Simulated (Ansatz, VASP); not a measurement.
# RbCdI3 in VASP and in Ansatz

Contents of POSCAR:

```
RbCdI3
1.0
    5.8961567057      0.0000000000      0.0000000000
    0.0000000000      5.8961567057      0.0000000000
    0.0000000000      0.0000000000      5.8961567057
Rb Cd I
1 1 3
Direct
    0.0000000000      0.0000000000      0.0000000000
    0.5000000000      0.5000000000      0.5000000000
    0.5000000000      0.5000000000      0.0000000000
    0.5000000000      0.0000000000      0.5000000000
    0.0000000000      0.5000000000      0.5000000000
```

The input INCAR.step1:

```
SYSTEM = RbCdI3
PREC = Accurate
ENCUT = 520
ISMEAR = -1
SIGMA = 0.03
LREAL = .FALSE.
LASPH = .TRUE.
NELM = 80
NBANDS = 29
GGA = PE
ALGO = Normal
EDIFF = 1E-4
LWAVE = .TRUE.
LCHARG = .FALSE.
```

Contents of INCAR.step2:

```
SYSTEM = RbCdI3
PREC = Accurate
ENCUT = 520
EDIFF = 1E-6
ISMEAR = -1
SIGMA = 0.03
LREAL = .FALSE.
LASPH = .TRUE.
NELM = 80
ALGO = Normal
ISIF = 2
LWAVE = .FALSE.
LCHARG = .TRUE.
METAGGA = R2SCAN
LMIXTAU = .TRUE.
LUSE_VDW = .TRUE.
IVDW_NL = 2
BPARAM = 11.95
CPARAM = 0.0093
LELF = .TRUE.
LVHAR = .TRUE.
NBANDS = 29
ISTART = 1
```

File KPOINTS:

```
regular mesh
0
G
  6 6 6
  0 0 0
```

Input for Ansatz:

```yaml
crystal:
  lattice:
    - [5.8961567057, 0.0, 0.0]
    - [0.0, 5.8961567057, 0.0]
    - [0.0, 0.0, 5.8961567057]
  atoms:
    - { symbol: Rb, position: [0.0, 0.0, 0.0] }
    - { symbol: Cd, position: [0.5, 0.5, 0.5] }
    - { symbol: I, position: [0.5, 0.5, 0.0] }
    - { symbol: I, position: [0.5, 0.0, 0.5] }
    - { symbol: I, position: [0.0, 0.5, 0.5] }
kpoints:
  mp_grid: { grid: [6, 6, 6] }
  band_path:
    path: [[0.0, 0.0, 0.0], [0.0, 0.5, 0.0], [0.5, 0.5, 0.0], [0.5, 0.5, 0.5]]
    npoints: 1
hamiltonian:
  xc: r2scan
  dispersion: rvv10
scf:
  occupations: { method: fermi_dirac, width: 0.03 }
  n_extra_bands: 5
output:
  forces: true
  stress: true
  eigenvalues: true
  write_density: true
  write_potential: true
  elf: true
  volumetric_format: npy
```

Alike in both runs: task single point; functional r2SCAN; dispersion rVV10; k mesh 6 × 6 × 6; occupations fermi-dirac, width 0.03 eV; no spin polarisation.

|  | VASP | Ansatz |
| --- | --- | --- |
| version | VASP 6.6.1 | Ansatz 0.2.0 |
| potentials or method | VASP PAW PBE potentials, release 64 (Rb_sv, Cd, I) | plane waves, PAW |
| plane-wave cutoff (eV) | 520 | 500 |
| valence electrons in the cell | 42 | 80 |

```tsv
	VASP	Ansatz	Ansatz less VASP
pressure (GPa)	0.2	0.0	-0.18
```

VASP's potentials were made for PBE, not for r2SCAN. VASP's potentials hold 42 valence electrons a cell and Ansatz's 80, so a difference there can come from the potentials and not from the codes.

Neither program's run includes spin-orbit coupling.
